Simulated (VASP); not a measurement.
The system is SnO2.

```
Sn O
1.0
     0.00000    2.50787    2.50787
     2.50787    0.00000    2.50787
     2.50787    2.50787    0.00000
Sn O
1 2
Direct
  0.00000 0.00000 0.00000
  0.25000 0.25000 0.25000
  0.75000 0.75000 0.75000
```

This cell differs from its parent crystal: volume changed by -3%.

Base run:

| Item | Value |
| --- | --- |
| Program | VASP 6.6.1 |
| Functional | r2SCAN |
| Potentials or basis | VASP PAW PBE potentials, release 64 (Sn_d, O_h) |
| Cutoff | 910 eV |
| k mesh | 8 × 8 × 8 |
| Occupations | gaussian, width 0.01 eV |
| Spin | no spin polarisation |

Its results: band gap on the k mesh 1.19 eV, indirect (least direct gap 2.69 eV); pressure 8.6 GPa.

**Question.** The run is repeated on the same cell with these changes: potentials or basis from VASP PAW PBE potentials, release 64 (Sn_d, O_h) to VASP PAW PBE potentials, release 64 (Sn_d, O); cutoff from 910 eV to 520 eV. What comes out?

**Answer.** Band gap on the k mesh 1.19 eV, indirect (least direct gap 2.69 eV); pressure 9.0 GPa.

Caveats: the PAW data sets were made with another functional, which shifts forces and pressure a little; spin-orbit coupling is left out, which moves the levels of the heavy elements; the cutoff is under 1.25 times the usual one of these potentials, so pressure, stress and relaxed cells hold a basis-set (Pulay) error (some runs).

A k mesh can miss the band edges.
